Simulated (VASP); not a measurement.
# NaH16BrO8 in VASP: further runs, part 2 of 3

VASP 6.6.1. The steps go on from the part before.

## Step 3: Single point, LDA

This run uses another cell than the first one, of 12.05 Å³/atom, 1.023 times its volume.

The input, INCAR:

```
PREC     = Accurate       # precision mode
ENCUT    = 520            # plane-wave cutoff, eV
EDIFF    = 1E-6           # SCF threshold, eV
ISMEAR   = -1             # smearing method
SIGMA    = 0.02           # smearing width, eV
LREAL    = F              # projectors in reciprocal space
LASPH    = T              # aspherical terms in the spheres
NELM     = 120            # most SCF steps
ALGO     = Normal         # electronic algorithm
ISIF     = 2              # what is computed and relaxed
LWAVE    = F              # write WAVECAR
LCHARG   = F              # write CHGCAR
NBANDS   = 58             # bands
GGA_COMPAT= F
```

The input, KPOINTS:

```
Automatic mesh
0
Gamma
  1 1 1
```

The input, POSCAR:

```
NaH16BrO8
1.0
    6.7910570000      0.0000000000      0.0000000000
    0.0000000000      6.7910570000      0.0000000000
    0.0000000000      0.0000000000      6.7910570000
O H Na Br
8 16 1 1
Direct
    0.5661710688      0.8458182577      0.6136158186
    0.0956110367      0.4675119057      0.0295093974
    0.9163080210      0.9854430614      0.4528013828
    0.2018684278      0.9988724877      0.2286536544
    0.2831959738      0.1965084375      0.8477325400
    0.4409181074      0.7581146793      0.9680083675
    0.4070353113      0.1711221096      0.4840189090
    0.9223306475      0.0548810001      0.8409589258
    0.6914976564      0.8129220532      0.5450992386
    0.5145001728      0.9665063922      0.5532570261
   -0.0310997242      0.4136322225      0.0848616055
    0.1620808072      0.3586923214     -0.0537766065
    0.9102853945      1.0176030035      0.5952092583
    0.8350246508      1.0857514522      0.3879808401
    0.3137950396      0.8995359633      0.2087745693
    0.0870998432      0.9475255472      0.3290945725
    0.3912203947      0.2219389412      0.9379983116
    0.3407127933      0.2004253535      0.7164716774
    0.5093757864      0.7948836242      0.8394864010
    0.5274289407      0.6623416649      1.0282788084
    0.5006584395      0.2414498951      0.3875832584
    0.3098928488      0.1123978197      0.3862432608
    1.0454778984      0.1332340459      0.8641070160
    0.8050145949      0.1190683571      0.9106240752
    0.1252087856      0.7999343843      0.9566404758
    0.6906141415      0.3097161458      0.1441601801
```

Potentials or basis: VASP PAW LDA potentials, release 64 (O, H, Na_pv, Br).

Launch:

```console
$ cat potpaw_LDA.64/O/POTCAR potpaw_LDA.64/H/POTCAR potpaw_LDA.64/Na_pv/POTCAR potpaw_LDA.64/Br/POTCAR > POTCAR
$ mpirun -np 1 vasp_gam > vasp.out
```

OUTCAR:

```text
PREC = Accurate
   ENCUT = 520
   EDIFF = 1E-6
   ISMEAR = -1
   LREAL = F
   LASPH = T
   NELM = 120
   ISIF = 2

 ion  position               nearest neighbor table
   1  0.566  0.846  0.614-  10 0.98   9 1.00
   2  0.096  0.468  0.030-  11 1.01  12 1.03  25 2.32
   3  0.916  0.985  0.453-  14 0.98  13 0.99
   4  0.202  0.999  0.229-  15 1.03  16 1.09  25 2.35
   5  0.283  0.197  0.848-  17 0.97  18 0.97
   6  0.441  0.758  0.968-  20 0.97  19 1.02  25 2.16
   7  0.407  0.171  0.484-  22 1.02  21 1.03
   8  0.922  0.055  0.841-  23 1.00  24 1.02  25 2.35
   9  0.691  0.813  0.545-   1 1.00
  10  0.515  0.967  0.553-   1 0.98
  11  0.969  0.414  0.085-   2 1.01
  12  0.162  0.359  0.946-   2 1.03
  13  0.910  0.018  0.595-   3 0.99
  14  0.835  0.086  0.388-   3 0.98
[... 8 lines left out ...]
  23  0.045  0.133  0.864-   8 1.00
  24  0.805  0.119  0.911-   8 1.02
  25  0.125  0.800  0.957-   6 2.16   2 2.32   4 2.35   8 2.35
  26  0.691  0.310  0.144-

  LATTYP: Found a simple cubic cell.
 ALAT       =     6.7910570000

  Lattice vectors:

 A1 = (   6.7910570000,   0.0000000000,   0.0000000000)
 A2 = (   0.0000000000,   6.7910570000,   0.0000000000)
 A3 = (   0.0000000000,   0.0000000000,   6.7910570000)

Analysis of symmetry for initial positions (statically):
=====================================================================
 Subroutine PRICEL returns:
 Original cell was already a primitive cell.

 Routine SETGRP: Setting up the symmetry group for a
 simple cubic supercell.

 Subroutine GETGRP returns: Found  1 space group operations
 (whereof  1 operations were pure point group operations)
 out of a pool of 48 trial point group operations.

The static configuration has the point symmetry C_1 .

Analysis of symmetry for dynamics (positions and initial velocities):
=====================================================================
 Subroutine PRICEL returns:
 Original cell was already a primitive cell.

 Routine SETGRP: Setting up the symmetry group for a
 simple cubic supercell.

 Subroutine GETGRP returns: Found  1 space group operations
 (whereof  1 operations were pure point group operations)
 out of a pool of 48 trial point group operations.

The dynamic configuration has the point symmetry C_1 .

 Subroutine INISYM returns: Found  1 space group operations
 (whereof  1 operations are pure point group operations),
 and found     1 'primitive' translations

----------------------------------------------------------------------------------------

                                     Primitive cell

  volume of cell :     313.1931

  direct lattice vectors                    reciprocal lattice vectors
     6.791057000  0.000000000  0.000000000     0.147252482  0.000000000  0.000000000
     0.000000000  6.791057000  0.000000000     0.000000000  0.147252482  0.000000000
     0.000000000  0.000000000  6.791057000     0.000000000  0.000000000  0.147252482

  length of vectors
     6.791057000  6.791057000  6.791057000     0.147252482  0.147252482  0.147252482

  position of ions in fractional coordinates (direct lattice)
     0.566171069  0.845818258  0.613615819
     0.095611037  0.467511906  0.029509397
     0.916308021  0.985443061  0.452801383
     0.201868428  0.998872488  0.228653654
     0.283195974  0.196508438  0.847732540
     0.440918107  0.758114679  0.968008367
[... 18 lines left out ...]
     0.125208786  0.799934384  0.956640476
     0.690614141  0.309716146  0.144160180

  ion indices of the primitive-cell ions
   primitive index   ion index
                 1           1
                 2           2
                 3           3
                 4           4
                 5           5
                 6           6
[... 18 lines left out ...]
                25          25
                26          26

----------------------------------------------------------------------------------------

 KPOINTS: Automatic mesh

Automatic generation of k-mesh.
 Grid dimensions read from file:
 generate k-points for:    1    1    1

 Generating k-lattice:

  Cartesian coordinates                     Fractional coordinates (reciprocal lattice)
     0.147252482  0.000000000  0.000000000     1.000000000  0.000000000  0.000000000
     0.000000000  0.147252482  0.000000000     0.000000000  1.000000000  0.000000000
     0.000000000  0.000000000  0.147252482     0.000000000  0.000000000  1.000000000

  Length of vectors
     0.147252482  0.147252482  0.147252482

  Shift w.r.t. Gamma in fractional coordinates (k-lattice)
     0.000000000  0.000000000  0.000000000

 Subroutine IBZKPT returns following result:
 ===========================================

 Found      1 irreducible k-points:

 Following reciprocal coordinates:
            Coordinates               Weight
  0.000000  0.000000  0.000000      1.000000
   k-points           NKPTS =      1   k-points in BZ     NKDIM =      1   number of bands    NBANDS=     58
   number of dos      NEDOS =    301   number of ions     NIONS =     26
   total plane-waves  NPLWV = 157464
   dimension x,y,z NGX =    54 NGY =   54 NGZ =   54
   dimension x,y,z NGXF=   108 NGYF=  108 NGZF=  108
   ions per type =               8  16   1   1
   NGX,Y,Z   is equivalent  to a cutoff of  13.22, 13.22, 13.22 a.u.
   NGXF,Y,Z  is equivalent  to a cutoff of  26.44, 26.44, 26.44 a.u.
 SYSTEM =  unknown system
   PREC   = accura    normal or accurate (medium, high low for compatibility)
   ISTART =      0    job   : 0-new  1-cont  2-samecut
   ICHARG =      2    charge: 1-file 2-atom 10-const
   ISPIN  =      1    spin polarized calculation?
   LNONCOLLINEAR =      F non collinear calculations
   LSORBIT =      F    spin-orbit coupling
   LASPH  =      T    aspherical Exc in radial PAW
   ENCUT  =  520.0 eV  38.22 Ry    6.18 a.u.  12.63 12.63 12.63*2*pi/ulx,y,z
   NELM   =    120;   NELMIN=  2; NELMDL= -5     # of ELM steps
   EDIFF  = 0.1E-05   stopping-criterion for ELM
   LREAL  =      F    real-space projection
[... 7 lines left out ...]
   TEBEG  =    0.0;   TEEND  =   0.0 temperature during run
   PSTRESS=    0.0 pullay stress
   NELECT =      78.0000    total number of electrons
   NUPDOWN=      -1.0000    fix difference up-down
   EMIN   =  10.00;   EMAX   =-10.00  energy-range for DOS
   EFERMI =   0.00;   METHOD = LEGACY
   ISMEAR =    -1;   SIGMA  =   0.02  broadening in eV -4-tet -1-fermi 0-gaus
   EFERMI_NEDOS =   21; number of points for ismear=-14 and -15
   IALGO  =     38    algorithm
   IMIX   =      4    mixing-type and parameters
     AMIX     =   0.40;   BMIX     =  1.00
     AMIX_MAG =   1.60;   BMIX_MAG =  1.00
  volume/ion in A,a.u.               =      12.05        81.29
  Fermi-wavevector in a.u.,A,eV,Ry     =   1.029996  1.946411 14.434317  1.060892
  Thomas-Fermi vector in A             =   2.164072
   LORBIT       =      0    0 simple, 1 ext, 2 COOP (PROOUT), +10 PAW based schemes
   GGA     = CA    functional components
   LHFCALC =     F    Hartree Fock is set to
   AEXX    =    0.0000 exact exchange contribution
   IVDW    =     0    specifies the selected vdW correction
   LEPSILON=     F    determine dielectric tensor
   LRPA    =     F    only Hartree local field effects (RPA)
 non-spin polarized calculation
  energy-cutoff  :      520.00
  volume of cell :      313.19
 maximum number of plane-waves:      4193
 NGX is ok and might be reduce to    50
   NGX = 25   NGY = 25   NGZ = 25

 number of electron      78.0000008 magnetization

 Free energy of the ion-electron system (eV)
  ---------------------------------------------------
  ext. energy  EPLUGINS =         0.00000000
  ---------------------------------------------------
  free energy    TOTEN  =      -130.98117443 eV

  energy without entropy =     -130.98117443  energy(sigma->0) =     -130.98117443

 E-fermi :  -2.6431     XC(G=0):  -7.0560

 val. band max:       -3.2312786550   @ k =   0.0000   0.0000   0.0000
 cond. band min:       0.9436827414   @ k =   0.0000   0.0000   0.0000
 fundamental gap:      4.1749613964
 Fermi energy:        -2.6430590888

 k-point     1 :       0.0000    0.0000    0.0000
  band No.  band energies     occupation
      1     -24.0176      2.00000
      2     -23.9783      2.00000
      3     -23.9207      2.00000
      4     -22.7718      2.00000
      5     -22.5582      2.00000
      6     -21.8474      2.00000
[... 43 lines left out ...]
     50       5.7820      0.00000
     51       6.1294      0.00000
 [bands above 51 left out]

------------------------ aborting loop because EDIFF is reached ----------------------------------------

  FORCE on cell =-STRESS in cart. coord.  units (eV):
  Direction    XX          YY          ZZ          XY          YZ          ZX
  --------------------------------------------------------------------------------------
  -------------------------------------------------------------------------------------
  Total       -1.1578567     -1.1876221      0.2132422      1.2405676     -0.0551681      2.6649607
  in kB       -5.9231574     -6.0754261      1.0908663      6.3462752     -0.2822192     13.6329321
  external PRESSURE =      -3.6359057 kB  Pullay stress =       0.0000000 kB

 VOLUME and BASIS-vectors are now :
 -----------------------------------------------------------------------------
  energy-cutoff  :      520.00
  volume of cell :      313.19
      direct lattice vectors                 reciprocal lattice vectors
     6.791057000  0.000000000  0.000000000     0.147252482  0.000000000  0.000000000
     0.000000000  6.791057000  0.000000000     0.000000000  0.147252482  0.000000000
     0.000000000  0.000000000  6.791057000     0.000000000  0.000000000  0.147252482

 POSITION                                       TOTAL-FORCE (eV/Angst)
 -----------------------------------------------------------------------------------
      3.84490      5.74400      4.16710         0.857402     -1.364339      0.395044
      0.64930      3.17490      0.20040        -0.183701     -0.151372     -0.355197
      6.22270      6.69220      3.07500        -0.268885     -0.630754     -0.307477
      1.37090      6.78340      1.55280         0.237603     -1.871601      0.418263
      1.92320      1.33450      5.75700        -0.692966     -0.358036      0.749198
      2.99430      5.14840      6.57380         0.293365      0.509723     -0.260162
[... 18 lines left out ...]
      0.85030      5.43240      6.49660        -0.331152     -0.298040     -0.065555
      4.69000      2.10330      0.97900        -0.639759     -0.219502      0.159945
 -----------------------------------------------------------------------------------
    total drift:                                0.000463      0.000349     -0.000604

  FREE ENERGIE OF THE ION-ELECTRON SYSTEM (eV)
  ---------------------------------------------------
  free  energy   TOTEN  =      -130.9811744336 eV

  energy  without entropy=     -130.9811744336  energy(sigma->0) =     -130.98117443
```

Run time: 16 s. Hardware: 1 thread of Intel Xeon 6975P-C (Granite Rapids), shared host; peak memory 0.3 GiB.

What came out:

* Free energy: -130.9812 eV
* Pressure: -0.4 GPa
* Largest force: 1.932 eV/Å
* Band gap on the k mesh: 4.17 eV

Forces in eV/Å, atoms in the order of the input:
```
O    0.857 -1.364  0.395
O   -0.184 -0.151 -0.355
O   -0.269 -0.631 -0.307
O    0.238 -1.872  0.418
O   -0.693 -0.358  0.749
O    0.293  0.510 -0.260
O    1.054  0.631 -0.327
O   -0.544 -0.028 -0.166
H   -0.540  0.341  0.304
H   -0.382  1.076 -0.363
H    0.781  0.220 -0.358
H   -0.537  1.114  0.638
H    0.238  0.142  1.082
H   -0.156  0.347 -0.581
H   -1.086  0.865  0.076
H    1.008  0.881 -0.695
H    0.690 -0.100  0.838
H    0.362  0.175 -1.819
H   -0.221  0.088 -0.087
H    0.193 -0.691  0.353
H   -0.559 -0.306  0.862
H   -0.391 -0.061 -0.267
H   -0.275 -0.017  0.023
H    1.094 -0.292 -0.246
Na  -0.331 -0.298 -0.066
Br  -0.640 -0.220  0.160
```

Stress tensor (GPa, compression positive):
```
-0.59  0.63  1.36
 0.63 -0.61 -0.03
 1.36 -0.03  0.11
```

Levels at points of the mesh, in eV from the valence-band top:
```tsv
k point	band 35	band 36	band 37	band 38	band 39	band 40	band 41	band 42	band 43	band 44
(0.00, 0.00, 0.00)	-0.69	-0.55	-0.39	-0.35	0.00	4.17	6.78	7.38	7.49	7.79
```

Caveat: the k points lie up to 0.93 Å⁻¹ apart.

(Continued in part 3 of 3.)
